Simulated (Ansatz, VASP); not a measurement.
**Si: VASP beside Ansatz**

The input INCAR:

```
  PREC = Accurate
  ENCUT = 500
  EDIFF = 1E-6
  ISMEAR = 0
  SIGMA = 0.02
  LREAL = False
  LASPH = True
  NELM = 120
  ALGO = Normal
  ISIF = 2
  LWAVE = False
  LCHARG = True
  GGA = PS
  LELF = True
  LVHAR = True
  NBANDS = 11
  GGA_COMPAT = False
```

Contents of KPOINTS:

```
Automatic mesh
0
Gamma
  6 6 6
```

File POSCAR:

```
Si
1.0
    0.0000000000      2.7167270376      2.7167270376
    2.7167270376      0.0000000000      2.7167270376
    2.7167270376      2.7167270376      0.0000000000
Si
2
Direct
    0.5000000000      0.5000000000      0.5000000000
    0.7500000000      0.7500000000      0.7500000000
```

Input for Ansatz:

```yaml
crystal:
  lattice:
    - [0.0, 2.7167270376, 2.7167270376]
    - [2.7167270376, 0.0, 2.7167270376]
    - [2.7167270376, 2.7167270376, 0.0]
  atoms:
    - { symbol: Si, position: [0.5, 0.5, 0.5] }
    - { symbol: Si, position: [0.75, 0.75, 0.75] }
basis:
  ecutwfc: 420
kpoints:
  mp_grid: { grid: [6, 6, 6] }
hamiltonian:
  xc: pbesol
  pseudopotentials: { kind: paw, azcp: { folder: soft_1 } }
scf:
  occupations: { method: gaussian, width: 0.02 }
output:
  forces: true
  stress: true
  eigenvalues: true
```

Alike in both runs: task single point; functional PBEsol; k mesh 6 × 6 × 6; occupations gaussian, width 0.02 eV; no spin polarisation.

```csv
,VASP,Ansatz
version,VASP 6.6.1,Ansatz 0.2.0
potentials or method,"VASP PAW PBE potentials, release 64 (Si), cutoff 500 eV","scalar-relativistic, plane waves, PAW"
valence electrons in the cell,8,8
```

|  | VASP | Ansatz | Ansatz less VASP |
| --- | --- | --- | --- |
| gap on the k mesh at the Fermi level (eV) | 0.59 | 0.59 | +0.007 |
| least direct gap on the mesh (eV) | 2.51 | 2.52 | +0.003 |
| pressure (GPa) | 0.2 | 0.1 | -0.12 |

VASP's potentials were made for PBE, not for PBEsol, and Ansatz warns of the same on its side.
